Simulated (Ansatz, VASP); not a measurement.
## Two plane-wave programs on LiF

Contents of POSCAR:

```
LiF
1.0
    0.0000000000      2.1008307007      2.1008307007
    2.1008307007      0.0000000000      2.1008307007
    2.1008307007      2.1008307007      0.0000000000
Li F
1 1
Direct
    0.0000000000      0.0000000000      0.0000000000
    0.2500000000      0.2500000000      0.2500000000
```

Contents of INCAR.step1:

```
SYSTEM = LiF
PREC = Accurate
ENCUT = 520
ISMEAR = 0
SIGMA = 0.01
LREAL = .FALSE.
LASPH = .TRUE.
NELM = 100
NBANDS = 12
GGA = PE
ALGO = Normal
EDIFF = 1E-4
LWAVE = .TRUE.
LCHARG = .FALSE.
```

Contents of INCAR.step2:

```
SYSTEM = LiF
PREC = Accurate
ENCUT = 520
EDIFF = 1E-6
ISMEAR = 0
SIGMA = 0.01
LREAL = .FALSE.
LASPH = .TRUE.
NELM = 100
ALGO = Normal
ISIF = 2
LWAVE = .FALSE.
LCHARG = .FALSE.
METAGGA = R2SCAN
LMIXTAU = .TRUE.
NBANDS = 12
ISTART = 1
```

File KPOINTS:

```
Automatic mesh
0
G
  8 8 8
  0 0 0
```

Input for Ansatz:

```yaml
crystal:
  lattice:
    - [0.0, 2.1008307007, 2.1008307007]
    - [2.1008307007, 0.0, 2.1008307007]
    - [2.1008307007, 2.1008307007, 0.0]
  atoms:
    - { symbol: Li, position: [0.0, 0.0, 0.0] }
    - { symbol: F, position: [0.25, 0.25, 0.25] }
kpoints:
  mp_grid: { grid: [8, 8, 8] }
hamiltonian:
  xc: r2scan
scf:
  occupations: { method: fixed }
  n_extra_bands: 4
output:
  forces: true
  stress: true
  eigenvalues: true
```

Alike in both runs: task single point; functional r2SCAN; k mesh 8 × 8 × 8; no spin polarisation.

```csv
,VASP,Ansatz
version,VASP 6.6.1,Ansatz 0.2.0
potentials or method,"VASP PAW PBE potentials, release 64 (Li_sv, F)","plane waves, PAW"
plane-wave cutoff (eV),520,500
occupations,"gaussian, width 0.01 eV",fixed
valence electrons in the cell,10,10
```

VASP gave:

| Property | Result |
| --- | --- |
| gap on the k mesh at the Fermi level (eV) | 9.07 |

**Question.** Estimate Ansatz's values.

**Answer.** gap on the k mesh at the Fermi level (eV): 9.03.

VASP's potentials were made for PBE, not for r2SCAN.

Noted on VASP's run: the cutoff is short for stress, so the pressure is rough.
